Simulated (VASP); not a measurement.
Write the native input for VASP 6.6.1 that does the following.

```yaml
Task: single point
Functional: PBE
Potentials_or_basis: VASP PAW PBE potentials, release 64 (Ag, Cl)
Cutoff: 520 eV
k_mesh: 8 × 8 × 8
Occupations: gaussian, width 0.05 eV
Spin: no spin polarisation
Dipole_correction: no
Further_INCAR_settings: ALGO = Normal; EDIFF = 1e-06; NBANDS = 16
```

The structure of AgCl lies in POSCAR:

```
AgCl
1.0
    0.0000000000      2.8008815000      2.7731500000
    2.7731500000      0.0000000000      2.7731500000
    2.7731500000      2.8008815000      0.0000000000
Ag Cl
1 1
Direct
    0.5000000000      0.5000000000      0.5000000000
    0.0000000000      0.0000000000      0.0000000000
```

This cell differs from its parent crystal: strain +0.0100 x Voigt [0, 1, 0, 0, 0, 0].

The input as run:

INCAR

```
ALGO = Normal
EDIFF = 1E-6
ENCUT = 520
GGA = PE
ISIF = 2
ISMEAR = 0
LASPH = True
LCHARG = False
LREAL = False
LWAVE = False
NBANDS = 16
NELM = 100
PREC = Accurate
SIGMA = 0.05
```

KPOINTS

```
k-points
0
Gamma
  8 8 8
```

Potentials or basis: VASP PAW PBE potentials, release 64 (Ag, Cl).

The run is started by

```console
$ cat potpaw_PBE.64/Ag/POTCAR potpaw_PBE.64/Cl/POTCAR > POTCAR
$ mpirun -np 1 vasp_std > vasp.out
```

Results of the run:

```
Pressure               : 1.0 GPa
Band gap on the k mesh : 0.88 eV (least direct gap 3.15 eV)
```

Caveat: the cell differs from its parent crystal (strain +0.0100 x Voigt [0, 1, 0, 0, 0, 0]).

It took 20 s on 1 thread of Intel(R) Xeon(R) Platinum 8488C (Sapphire Rapids) (shared host), peak memory 0.19 GiB.
